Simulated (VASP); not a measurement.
A run of VASP 6.6.1:

Contents of INCAR:

```
ALGO = Normal
EDIFF = 1E-6
ENCUT = 520
GGA = PS
ISIF = 2
ISMEAR = -1
ISPIN = 2
LASPH = True
LCHARG = False
LMAXMIX = 4
LORBIT = 11
LREAL = False
LWAVE = False
MAGMOM = 2 1
NBANDS = 22
NELM = 150
PREC = Accurate
SIGMA = 0.05
```

File KPOINTS:

```
k-points
0
Gamma
  9 9 9
```

POSCAR

```
TiCo
1.0
    2.9457531915      0.0000000000      0.0000000000
    0.0000000000      2.9457531915      0.0000000000
    0.0000000000      0.0000000000      2.9457531915
Co Ti
1 1
Direct
    0.5000000000      0.5000000000      0.5000000000
    0.0000000000      0.0000000000      0.0000000000
```

Potentials or basis: VASP PAW PBE potentials, release 64 (Co, Ti_sv).

Launch:

```bash
$ cat potpaw_PBE.64/Co/POTCAR potpaw_PBE.64/Ti_sv/POTCAR > POTCAR
$ mpirun -np 1 vasp_std > vasp.out
```

Hardware: 1 thread of Intel Xeon 6975P-C (shared host).

**Question.** Estimate the wall time of this run.

**Answer.** It took 33 s on 1 thread of Intel Xeon 6975P-C, with other jobs on the host, peak memory 0.17 GiB. Counts: scf iterations 17, k points 35.
